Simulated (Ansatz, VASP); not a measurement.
# One calculation of BaTiO3, two programs

Contents of INCAR:

```
ALGO     = Normal         # electronic algorithm
EDIFF    = 1E-6           # SCF threshold, eV
ENCUT    = 600            # plane-wave cutoff, eV
GGA      = PE             # functional
GGA_COMPAT= F            
ISIF     = 2              # what is computed and relaxed
ISMEAR   = 0              # smearing method
IVDW     = 12             # dispersion correction
LASPH    = T              # aspherical terms in the spheres
LCHARG   = F              # write CHGCAR
LREAL    = F              # projectors in reciprocal space
LWAVE    = F              # write WAVECAR
NBANDS   = 28             # bands
NELM     = 120            # most SCF steps
PREC     = Accurate       # precision mode
SIGMA    = 0.1            # smearing width, eV
```

The input KPOINTS:

```
k-points
0
Gamma
  4 4 4
```

POSCAR

```
BaTiO3
1.0
    4.0354200000      0.0000000000      0.0000000000
    0.0000000000      4.0354200000      0.0000000000
    0.0000000000      0.0000000000      4.0354200000
Ba Ti O
1 1 3
Direct
    0.0000000000      0.0000000000      0.0000000000
    0.5000000000      0.5000000000      0.5000000000
    0.5000000000      0.5000000000      0.0000000000
    0.0000000000      0.5000000000      0.5000000000
    0.5000000000      0.0000000000      0.5000000000
```

Input for Ansatz:

```yaml
crystal:
  lattice:
    - [4.03542, 0.0, 0.0]
    - [0.0, 4.03542, 0.0]
    - [0.0, 0.0, 4.03542]
  atoms:
    - { symbol: Ba, position: [0.0, 0.0, 0.0] }
    - { symbol: Ti, position: [0.5, 0.5, 0.5] }
    - { symbol: O, position: [0.5, 0.5, 0.0] }
    - { symbol: O, position: [0.0, 0.5, 0.5] }
    - { symbol: O, position: [0.5, 0.0, 0.5] }
basis:
  ecutwfc: 420
kpoints:
  mp_grid: { grid: [4, 4, 4] }
hamiltonian:
  xc: pbe
  dispersion: d3bj
  pseudopotentials: { kind: paw }
scf:
  occupations: { method: gaussian, width: 0.1 }
output:
  forces: true
  stress: true
  eigenvalues: true
```

Alike in both runs: task single point; functional PBE; dispersion D3(BJ); k mesh 4 × 4 × 4; occupations gaussian, width 0.1 eV; no spin polarisation.

|  | VASP | Ansatz |
| --- | --- | --- |
| version | VASP 6.6.1 | Ansatz 0.2.0 |
| potentials or method | VASP PAW PBE potentials, release 64 (Ba_sv, Ti_sv, O), cutoff 600 eV | scalar-relativistic, plane waves, PAW |
| valence electrons in the cell | 40 | 40 |

Ansatz gave:

- gap on the k mesh at the Fermi level (eV): 1.74
- least direct gap on the mesh (eV): 1.87
- pressure (GPa): -5.1

Question: Which values does VASP return?

Answer: gap on the k mesh at the Fermi level (eV): 1.68; least direct gap on the mesh (eV): 1.85; pressure (GPa): -3.6.

Neither program's run includes spin-orbit coupling.
